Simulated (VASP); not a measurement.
# Sn2PbS3 (Cm) in VASP: single point with PBE

Aim: the single point of Sn2PbS3 with PBE.

All numbers are computed with VASP 6.6.1; they aren't measurements. Logs are shortened: lines on timing, memory, paths and dates and some standing lists are left out, and cuts for length are marked.

## 1. The cell of the first run

The structure is monoclinic, space group Cm (No. 8). Conventional cell: a = 7.230 Å, b = 12.507 Å, c = 4.208 Å, α = 90.00°, β = 124.40°, γ = 90.00°. Sn (site symmetry 1) has 6 S at 2.73 to 3.24 Å within 3.6 Å. Within 3.9 Å of Pb (site symmetry m) lie 6 S at 2.93 to 3.08 Å. Within 3.6 Å of S (site symmetry 1) lie 4 Sn at 2.73 to 3.24 Å and 2 Pb at 2.93 to 3.08 Å. S (site symmetry m) has 4 Sn at 2.83 to 3.08 Å and 2 Pb at 2.94 to 3.03 Å within 3.7 Å.

## 2. Single point, PBE

Contents of INCAR:

```
  PREC = Accurate
  ENCUT = 520
  EDIFF = 1E-6
  ISMEAR = 0
  SIGMA = 0.1
  LREAL = F
  LASPH = T
  NELM = 80
  ALGO = Normal
  ISIF = 2
  LWAVE = F
  LCHARG = F
  GGA = PE
  NBANDS = 39
```

Contents of KPOINTS:

```
Automatic mesh
0
Gamma
  4 4 6
```

Contents of POSCAR:

```
Sn2PbS3
1.0
    3.6148826000     -6.2537143000      0.0000000000
    3.6148826000      6.2537143000      0.0000000000
   -2.3773944000      0.0000000000      3.4715009000
Sn Pb S
2 1 3
Direct
    0.9965190000      0.3275470000      0.9704300000
    0.3275470000      0.9965190000      0.9704300000
    0.6546960000      0.6546960000      0.9533220000
    0.4492290000      0.7910390000      0.3950510000
    0.1477740000      0.1477740000      0.4161280000
    0.7910390000      0.4492290000      0.3950510000
```

Potentials or basis: VASP PAW PBE potentials, release 64 (Sn_d, Pb_d, S).

The run is started by

```sh
cat potpaw_PBE.64/Sn_d/POTCAR potpaw_PBE.64/Pb_d/POTCAR potpaw_PBE.64/S/POTCAR > POTCAR
mpirun -np 1 vasp_std > vasp.out
```

OUTCAR:

```text
PREC = Accurate
   ENCUT = 520
   EDIFF = 1E-6
   ISMEAR = 0
   LREAL = F
   LASPH = T
   NELM = 80
   ISIF = 2
   GGA = PE

 ion  position               nearest neighbor table
   1  0.997  0.328  0.970-   4 2.73   5 2.83   6 2.84   6 3.05   5 3.08   4 3.24
   2  0.328  0.997  0.970-   6 2.73   5 2.83   4 2.84   4 3.05   5 3.08   6 3.24
   3  0.655  0.655  0.953-   4 2.93   6 2.93   5 2.94   5 3.03   6 3.08   4 3.08
   4  0.449  0.791  0.395-   1 2.73   2 2.84   3 2.93   2 3.05   3 3.08   1 3.24
   5  0.148  0.148  0.416-   1 2.83   2 2.83   3 2.94   3 3.03   2 3.08   1 3.08
   6  0.791  0.449  0.395-   2 2.73   1 2.84   3 2.93   1 3.05   3 3.08   2 3.24

  LATTYP: Found a base centered monoclinic cell.
 ALAT       =     7.2297652000
 B/A-ratio  =     1.7299909823
 C/A-ratio  =     0.5819734859
 COS(beta)  =    -0.5650330395

  Lattice vectors:

 A1 = (   3.6148826000,  -6.2537143000,   0.0000000000)
 A2 = (   3.6148826000,   6.2537143000,   0.0000000000)
 A3 = (  -2.3773944000,   0.0000000000,   3.4715009000)

Analysis of symmetry for initial positions (statically):
=====================================================================
 Subroutine PRICEL returns:
 Original cell was already a primitive cell.

 Routine SETGRP: Setting up the symmetry group for a
 base centered monoclinic supercell.

 Subroutine GETGRP returns: Found  2 space group operations
 (whereof  2 operations were pure point group operations)
 out of a pool of  4 trial point group operations.

The static configuration has the point symmetry C_1h.

Analysis of symmetry for dynamics (positions and initial velocities):
=====================================================================
 Subroutine PRICEL returns:
 Original cell was already a primitive cell.

 Routine SETGRP: Setting up the symmetry group for a
 base centered monoclinic supercell.

 Subroutine GETGRP returns: Found  2 space group operations
 (whereof  2 operations were pure point group operations)
 out of a pool of  4 trial point group operations.

The dynamic configuration has the point symmetry C_1h.

 Subroutine INISYM returns: Found  2 space group operations
 (whereof  2 operations are pure point group operations),
 and found     1 'primitive' translations

----------------------------------------------------------------------------------------

                                     Primitive cell

  volume of cell :     156.9566

  direct lattice vectors                    reciprocal lattice vectors
     3.614882600 -6.253714300  0.000000000     0.138317078 -0.079952485  0.094723941
     3.614882600  6.253714300  0.000000000     0.138317078  0.079952485  0.094723941
    -2.377394400  0.000000000  3.471500900     0.000000000  0.000000000  0.288059842

  length of vectors
     7.223317711  7.223317711  4.207531655     0.185732709  0.185732709  0.288059842

  position of ions in fractional coordinates (direct lattice)
     0.996519000  0.327547000  0.970430000
     0.327547000  0.996519000  0.970430000
     0.654696000  0.654696000  0.953322000
     0.449229000  0.791039000  0.395051000
     0.147774000  0.147774000  0.416128000
     0.791039000  0.449229000  0.395051000

  ion indices of the primitive-cell ions
   primitive index   ion index
                 1           1
                 2           2
                 3           3
                 4           4
                 5           5
                 6           6

----------------------------------------------------------------------------------------

 KPOINTS: Automatic mesh

Automatic generation of k-mesh.
 Grid dimensions read from file:
 generate k-points for:    4    4    6

 Generating k-lattice:

  Cartesian coordinates                     Fractional coordinates (reciprocal lattice)
     0.034579270 -0.019988121  0.023680985     0.250000000  0.000000000 -0.000000000
     0.034579270  0.019988121  0.023680985     0.000000000  0.250000000 -0.000000000
     0.000000000  0.000000000  0.048009974     0.000000000  0.000000000  0.166666667

  Length of vectors
     0.046433177  0.046433177  0.048009974

  Shift w.r.t. Gamma in fractional coordinates (k-lattice)
     0.000000000  0.000000000  0.000000000

 Subroutine IBZKPT returns following result:
 ===========================================

 Found     34 irreducible k-points:

 Following reciprocal coordinates:
            Coordinates               Weight
  0.000000  0.000000  0.000000      1.000000
  0.250000  0.000000 -0.000000      4.000000
  0.500000  0.000000 -0.000000      2.000000
  0.250000  0.250000 -0.000000      2.000000
  0.500000  0.250000 -0.000000      4.000000
 -0.250000  0.250000  0.000000      2.000000
[... 16 lines left out ...]
  0.500000  0.250000  0.333333      4.000000
 -0.250000  0.250000  0.333333      4.000000
 [... further k-points ...]
   k-points           NKPTS =     34   k-points in BZ     NKDIM =     34   number of bands    NBANDS=     39
   number of dos      NEDOS =    301   number of ions     NIONS =      6
   total plane-waves  NPLWV =  93312
   dimension x,y,z NGX =    54 NGY =   54 NGZ =   32
   dimension x,y,z NGXF=   108 NGYF=  108 NGZF=   64
   ions per type =               2   1   3
   NGX,Y,Z   is equivalent  to a cutoff of  12.43, 12.43, 12.64 a.u.
   NGXF,Y,Z  is equivalent  to a cutoff of  24.86, 24.86, 25.29 a.u.
 SYSTEM =  unknown system
   PREC   = accura    normal or accurate (medium, high low for compatibility)
   ISTART =      0    job   : 0-new  1-cont  2-samecut
   ICHARG =      2    charge: 1-file 2-atom 10-const
   ISPIN  =      1    spin polarized calculation?
   LNONCOLLINEAR =      F non collinear calculations
   LSORBIT =      F    spin-orbit coupling
   LASPH  =      T    aspherical Exc in radial PAW
   ENCUT  =  520.0 eV  38.22 Ry    6.18 a.u.  13.43 13.43  7.82*2*pi/ulx,y,z
   NELM   =     80;   NELMIN=  2; NELMDL= -5     # of ELM steps
   EDIFF  = 0.1E-05   stopping-criterion for ELM
   LREAL  =      F    real-space projection
[... 7 lines left out ...]
   TEBEG  =    0.0;   TEEND  =   0.0 temperature during run
   PSTRESS=    0.0 pullay stress
   NELECT =      60.0000    total number of electrons
   NUPDOWN=      -1.0000    fix difference up-down
   EMIN   =  10.00;   EMAX   =-10.00  energy-range for DOS
   EFERMI =   0.00;   METHOD = LEGACY
   ISMEAR =     0;   SIGMA  =   0.10  broadening in eV -4-tet -1-fermi 0-gaus
   EFERMI_NEDOS =   21; number of points for ismear=-14 and -15
   IALGO  =     38    algorithm
   IMIX   =      4    mixing-type and parameters
     AMIX     =   0.40;   BMIX     =  1.00
     AMIX_MAG =   1.60;   BMIX_MAG =  1.00
  volume/ion in A,a.u.               =      26.16       176.53
  Fermi-wavevector in a.u.,A,eV,Ry     =   1.188134  2.245248 19.206832  1.411662
  Thomas-Fermi vector in A             =   2.324270
   LORBIT       =      0    0 simple, 1 ext, 2 COOP (PROOUT), +10 PAW based schemes
   GGA     = PE    functional components
   LHFCALC =     F    Hartree Fock is set to
   AEXX    =    0.0000 exact exchange contribution
   IVDW    =     0    specifies the selected vdW correction
   LEPSILON=     F    determine dielectric tensor
   LRPA    =     F    only Hartree local field effects (RPA)
 non-spin polarized calculation
 Gauss-broadening in eV      SIGMA  =   0.10
  energy-cutoff  :      520.00
  volume of cell :      156.96
 maximum number of plane-waves:      4255
 NGX is ok and might be reduce to    54
   NGX = 27   NGY = 27   NGZ = 15

 number of electron      60.0000010 magnetization

 Free energy of the ion-electron system (eV)
  ---------------------------------------------------
  ext. energy  EPLUGINS =         0.00000000
  ---------------------------------------------------
  free energy    TOTEN  =       -26.31867710 eV

  energy without entropy =      -26.31752867  energy(sigma->0) =      -26.31810289

 E-fermi :   6.0040     XC(G=0):  -9.5400

 val. band max:        5.9802717326   @ k =   0.5000   0.5000   0.5000
 cond. band min:       6.0269805129   @ k =   0.5000   0.5000   0.5000
 fundamental gap:      0.0467087803
 Fermi energy:         6.0040281270

 k-point     1 :       0.0000    0.0000    0.0000
  band No.  band energies     occupation
      1     -15.7233      2.00000
      2     -15.7192      2.00000
      3     -15.7147      2.00000
      4     -15.7131      2.00000
      5     -15.7098      2.00000
      6     -15.7092      2.00000
[... 31 lines left out ...]
     38      10.4430      0.00000
     39      10.4640      0.00000

 k-point     2 :       0.2500    0.0000   -0.0000
  band No.  band energies     occupation
      1     -15.7214      2.00000
      2     -15.7199      2.00000
      3     -15.7156      2.00000
      4     -15.7139      2.00000
      5     -15.7109      2.00000
      6     -15.7076      2.00000
[... 31 lines left out ...]
     38       9.9131      0.00000
     39      10.0421      0.00000

 k-point     3 :       0.5000    0.0000   -0.0000
  band No.  band energies     occupation
      1     -15.7212      2.00000
      2     -15.7175      2.00000
      3     -15.7171      2.00000
      4     -15.7146      2.00000
      5     -15.7118      2.00000
      6     -15.7071      2.00000
[... 31 lines left out ...]
     38       9.6134      0.00000
     39       9.7057      0.00000

 k-point     4 :       0.2500    0.2500   -0.0000
  band No.  band energies     occupation
      1     -15.7213      2.00000
      2     -15.7176      2.00000
      3     -15.7172      2.00000
      4     -15.7133      2.00000
      5     -15.7131      2.00000
      6     -15.7064      2.00000
[... 31 lines left out ...]
     38       9.7651      0.00000
     39      10.3879      0.00000
[... 754 lines left out ...]
     38      10.0724      0.00000
     39      10.1424      0.00000

 k-point    23 :       0.5000    0.2500    0.3333
  band No.  band energies     occupation
      1     -15.7295      2.00000
      2     -15.7207      2.00000
      3     -15.7159      2.00000
      4     -15.7094      2.00000
      5     -15.7076      2.00000
      6     -15.7055      2.00000
[... 31 lines left out ...]
     38      10.3738      0.00000
     39      10.7363      0.00000

 k-point    24 :      -0.2500    0.2500    0.3333
  band No.  band energies     occupation
      1     -15.7272      2.00000
      2     -15.7205      2.00000
      3     -15.7155      2.00000
      4     -15.7072      2.00000
      5     -15.7066      2.00000
      6     -15.7058      2.00000
[... 31 lines left out ...]
     38       9.7804      0.00000
     39      10.2721      0.00000

 [... further k-points ...]
[... 5 lines left out ...]
  --------------------------------------------------------------------------------------
  -------------------------------------------------------------------------------------
  Total       -0.1170110     -0.1274798     -0.1224532      0.0000000      0.0000000      0.0388102
  in kB       -1.1944223     -1.3012853     -1.2499747      0.0000000      0.0000000      0.3961654
  external PRESSURE =      -1.2485608 kB  Pullay stress =       0.0000000 kB

 VOLUME and BASIS-vectors are now :
 -----------------------------------------------------------------------------
  energy-cutoff  :      520.00
  volume of cell :      156.96
      direct lattice vectors                 reciprocal lattice vectors
     3.614882600 -6.253714300  0.000000000     0.138317078 -0.079952485  0.094723941
     3.614882600  6.253714300  0.000000000     0.138317078  0.079952485  0.094723941
    -2.377394400  0.000000000  3.471500900     0.000000000  0.000000000  0.288059842

 POSITION                                       TOTAL-FORCE (eV/Angst)
 -----------------------------------------------------------------------------------
      2.47925     -4.18356      3.36885         0.007717     -0.007788     -0.002847
      2.47925      4.18356      3.36885         0.007717      0.007788     -0.002847
      2.46688      0.00000      3.30946         0.003260      0.000000     -0.004123
      3.54423      2.13758      1.37142        -0.005177     -0.002475      0.002475
      0.07907      0.00000      1.44459        -0.008340      0.000000      0.004868
      3.54423     -2.13758      1.37142        -0.005177      0.002475      0.002475
 -----------------------------------------------------------------------------------
    total drift:                                0.000242      0.000000     -0.000338

  FREE ENERGIE OF THE ION-ELECTRON SYSTEM (eV)
  ---------------------------------------------------
  free  energy   TOTEN  =       -26.3186771046 eV

  energy  without entropy=      -26.3175286746  energy(sigma->0) =      -26.31810289
```

Wall time 3.2 min (1 thread of Intel Xeon Platinum 8259CL at 2.50GHz (Skylake/Cascade Lake), shared host); peak memory 0.4 GiB.

Results:

```yaml
Free_energy: -26.3187 eV
Pressure: -0.1 GPa
Largest_force: 0.011 eV/Å
Band_gap_on_the_k_mesh: 0.05 eV
```

Forces on the atoms (eV/Å):
```
Sn   0.008 -0.008 -0.003
Sn   0.008  0.008 -0.003
Pb   0.003  0.000 -0.004
S   -0.005 -0.002  0.002
S   -0.008  0.000  0.005
S   -0.005  0.002  0.002
```

Levels at points of the mesh, in eV from the valence-band top:
| k point | band 26 | band 27 | band 28 | band 29 | band 30 | band 31 | band 32 | band 33 | band 34 | band 35 |
| --- | --- | --- | --- | --- | --- | --- | --- | --- | --- | --- |
| (0.00, 0.00, 0.00) | -2.62 | -2.51 | -2.50 | -2.04 | -1.85 | 2.19 | 2.37 | 2.90 | 2.92 | 4.05 |
| (0.50, 0.00, 0.00) | -2.41 | -2.32 | -1.78 | -1.34 | -0.17 | 0.25 | 1.35 | 1.56 | 1.70 | 1.96 |
| (0.50, 0.50, 0.00) | -3.27 | -2.26 | -2.15 | -1.00 | -0.83 | 1.30 | 1.58 | 2.08 | 2.32 | 3.13 |
| (0.00, 0.00, 0.50) | -2.36 | -2.24 | -1.49 | -1.39 | -0.31 | 0.53 | 1.47 | 1.49 | 1.65 | 1.72 |
| (0.50, 0.00, 0.50) | -3.76 | -3.39 | -3.29 | -1.69 | -1.41 | 1.84 | 1.91 | 2.91 | 3.19 | 3.29 |
| (0.50, 0.50, 0.50) | -2.43 | -2.34 | -1.37 | -1.20 | 0.00 | 0.05 | 1.51 | 1.55 | 1.64 | 1.66 |

Caveat: spin-orbit coupling is left out, which moves the levels of the heavy elements.
